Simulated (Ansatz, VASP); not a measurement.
**One calculation of Si7Mo, two programs**

```xyz
8
Lattice="6.4125 0.0000 0.0000 0.0000 3.6905 2.7221 0.0000 -3.6905 2.7221" Properties=species:S:1:pos:R:3 pbc="T T T"
Si    1.2182   -1.9657    3.3381
Si    5.1943    1.9657    3.3381
Si    1.2182    1.9657    3.3381
Si    5.1943   -1.9657    3.3381
Si    3.2063    0.0000    4.3140
Si    3.2063   -1.1768    1.9838
Si    3.2063    1.1768    1.9838
Mo    0.0000    0.0000    4.5817
```

Alike in both runs: functional PBE; k mesh 2 × 4 × 4; occupations gaussian, width 0.2 eV; no spin polarisation.

Ansatz relaxed the structure, and its values are those at the end. VASP's run is a single point on that final structure, the one shown.

|  | VASP | Ansatz |
| --- | --- | --- |
| version | VASP 6.6.1 | Ansatz 0.2.0 |
| potentials or method | VASP PAW PBE potentials, release 64 (Si, Mo_sv), cutoff 520 eV | scalar-relativistic, plane waves, PAW |
| valence electrons in the cell | 42 | 42 |

Ansatz gave:

- gap on the k mesh at the Fermi level (eV): none
- pressure (GPa): -0.2
- rms of the force components (eV/Å): 0.022

Q: Which values does VASP return?

A: gap on the k mesh at the Fermi level (eV): none; pressure (GPa): -0.2; rms of the force components (eV/Å): 0.021.

A gap of «none» marks a metal or a gap that the smearing closes.

The k mesh is coarse, so the values compare programs but aren't converged.
